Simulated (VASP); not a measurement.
C (a cell with a defect): single point with PBEsol

System: C (a cell with a defect).

```
C
1.0
     0.00000    3.55380   -3.55380
    -3.55380    0.00000   -3.55380
    -3.55380    3.55380    0.00000
C
15
Direct
  0.25000 0.75000 0.25000
  0.75000 0.25000 0.25000
  0.25000 0.25000 0.25000
  0.75000 0.75000 0.75000
  0.25000 0.75000 0.75000
  0.75000 0.25000 0.75000
  0.25000 0.25000 0.75000
  0.87500 0.37500 0.37500
  0.37500 0.37500 0.37500
  0.93083 0.93083 0.31021
  0.37500 0.87500 0.37500
  0.87500 0.37500 0.87500
  0.37500 0.37500 0.87500
  0.87500 0.87500 0.87500
  0.37500 0.87500 0.87500
```

This cell differs from its parent crystal: atoms taken out, atom 10 moved -0.125 of the way to it and -0.350 Å across, host rigid.

```json
{"Program": "VASP 6.6.1", "Task": "single point", "Functional": "PBEsol", "Potentials or basis": "VASP PAW PBE potentials, release 64 (C)", "Cutoff": "520 eV", "k mesh": "6 × 6 × 6", "Occupations": "gaussian, width 0.05 eV", "Spin": "no spin polarisation"}
```

```yaml
Pressure: 2.9 GPa
Largest_force: 10.362 eV/Å
Band_gap_on_the_k_mesh: zero (bands 30 and 31 overlap by 1.61 eV)
```

Forces on the atoms (eV/Å):
```
C    3.288  2.011 -3.558
C   -2.011 -3.288 -3.558
C    0.082 -0.082 -0.707
C   -0.323  0.323 -0.883
C   -0.020  0.530  0.100
C   -0.530  0.020  0.100
C   -0.028  0.028  0.000
C    0.727  1.267  1.196
C   -0.048  0.048  1.019
C   -2.971  2.971  9.472
C   -1.267 -0.727  1.196
C   -0.001 -1.617 -1.459
C   -0.004  0.004 -0.058
C    1.489 -1.489 -1.401
C    1.617  0.001 -1.459
```

Stress tensor (GPa, compression positive):
```
 0.63  5.99  1.97
 5.99  0.63 -1.97
 1.97 -1.97  7.49
```

Levels at points of the mesh, in eV from the Fermi level:
| k point | band 26 | band 27 | band 28 | band 29 | band 30 | band 31 | band 32 | band 33 | band 34 | band 35 |
| --- | --- | --- | --- | --- | --- | --- | --- | --- | --- | --- |
| (0.00, 0.00, 0.00) | -3.15 | -2.36 | -2.28 | -1.81 | 1.28 | 1.55 | 1.58 | 2.76 | 3.88 | 3.94 |
| (0.50, 0.00, 0.00) | -4.21 | -3.79 | -3.07 | -2.96 | -2.27 | 0.87 | 1.42 | 3.89 | 4.85 | 5.04 |
| (0.00, 0.00, 0.50) | -4.80 | -4.10 | -2.75 | -2.71 | -1.95 | 0.90 | 1.09 | 4.21 | 5.02 | 5.11 |
| (0.50, 0.50, 0.50) | -4.45 | -4.41 | -3.74 | -2.06 | -1.43 | 1.00 | 1.30 | 3.13 | 4.93 | 5.07 |
| (0.50, 0.50, 0.00) | -4.61 | -4.47 | -4.25 | -2.88 | -2.44 | 0.47 | 0.76 | 3.32 | 3.96 | 6.05 |
| (0.00, 0.50, 0.50) | -4.79 | -4.29 | -3.59 | -2.66 | -2.04 | -0.05 | 0.98 | 3.17 | 4.23 | 5.63 |

Run time: 8.4 min on 1 thread of AMD EPYC 7R43 64-Core Processor (Zen 3), on a shared host, peak memory 0.28 GiB.

Caveat: the cell differs from its parent crystal (atoms taken out, atom 10 moved -0.125 of the way to it and -0.350 Å across, host rigid); the PAW data sets were made with another functional, which shifts forces and pressure a little.
